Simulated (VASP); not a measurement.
Co2B2H: single point with r2SCAN

Co2B2H:

```
CELL_PARAMETERS angstrom
0.00000 3.15249 0.00000
3.15249 0.00000 0.00000
1.57624 1.57624 -4.28497
ATOMIC_POSITIONS crystal
B 0.37500 0.37500 0.25000
B 0.62500 0.62500 0.75000
Co 0.75000 0.25000 0.50000
Co 0.25000 0.75000 0.50000
H 0.00000 0.00000 0.00000
```

```json
{
 "Program": "VASP 6.6.1",
 "Task": "single point",
 "Functional": "r2SCAN",
 "Potentials or basis": "VASP PAW PBE potentials, release 64 (B, Co, H)",
 "Cutoff": "520 eV",
 "k mesh": "11 × 11 × 11",
 "Occupations": "fermi-dirac, width 0.0817 eV",
 "Spin": "no spin polarisation"
}
```

```
Pressure               : 21.4 GPa
Largest force          : 2.869 eV/Å
Band gap on the k mesh : zero (an odd number of electrons rules out a gap without spin polarisation)
```

Forces in eV/Å, atoms in the order of the input:
```
B    0.000  0.000  2.869
B    0.000  0.000 -2.869
Co   0.000  0.000  0.000
Co   0.000  0.000  0.000
H    0.000  0.000  0.000
```

Stress tensor (GPa, compression positive):
```
 39.94   0.00   0.00
  0.00  39.94   0.00
  0.00   0.00 -15.55
```

Levels at points of the mesh, in eV from the Fermi level:
| k point | band 10 | band 11 | band 12 | band 13 | band 14 | band 15 | band 16 | band 17 |
| --- | --- | --- | --- | --- | --- | --- | --- | --- |
| (0.00, 0.00, 0.00) | -0.45 | 0.25 | 0.27 | 1.55 | 1.63 | 2.72 | 2.72 | 6.07 |

Run time: 5.5 min on 1 thread of AMD EPYC 7R13 Processor (Zen 3) (shared host), peak memory 0.21 GiB.

Caveat: the stress differs along the axes, from -16 to 40 GPa; the PAW data sets were made with another functional, which shifts forces and pressure a little; the run has no spin polarisation, though such a crystal can be magnetic. Spin polarisation is off, so any magnetic state and its effect on volume and gap are missing.
